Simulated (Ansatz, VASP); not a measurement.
## KMgF3 in VASP and in Ansatz

```
CELL_PARAMETERS angstrom
3.98590 0.00000 0.00000
0.00000 3.98590 0.00000
0.00000 0.00000 3.82646
ATOMIC_POSITIONS crystal
K 0.50000 0.50000 0.50000
Mg 0.00000 0.00000 0.00000
F 0.50000 0.00000 0.00000
F 0.00000 0.50000 0.00000
F 0.00000 0.00000 0.50000
```

Change from the starting cell: strain +0.000 along x and y, -0.040 along z, atoms carried along.

Alike in both runs: task single point; functional PBE; k mesh 6 × 6 × 6; occupations gaussian, width 0.05 eV; no spin polarisation.

|  | VASP | Ansatz |
| --- | --- | --- |
| version | VASP 6.6.1 | Ansatz 0.2.0 |
| potentials or method | VASP PAW PBE potentials, release 64 (K_sv, Mg, F), cutoff 520 eV | scalar-relativistic, plane waves, PAW |
| valence electrons in the cell | 32 | 40 |

|  | VASP | Ansatz | Ansatz less VASP |
| --- | --- | --- | --- |
| gap on the k mesh at the Fermi level (eV) | 7.61 | 7.63 | +0.029 |
| least direct gap on the mesh (eV) | 7.93 | 7.96 | +0.027 |
| pressure (GPa) | 7.3 | 7.7 | +0.41 |
| traceless stress, the component that is largest in VASP (GPa) | 3.59 | 3.57 | -0.022 |

VASP's potentials hold 32 valence electrons a cell and Ansatz's 40, so a difference there can come from the potentials and not from the codes.
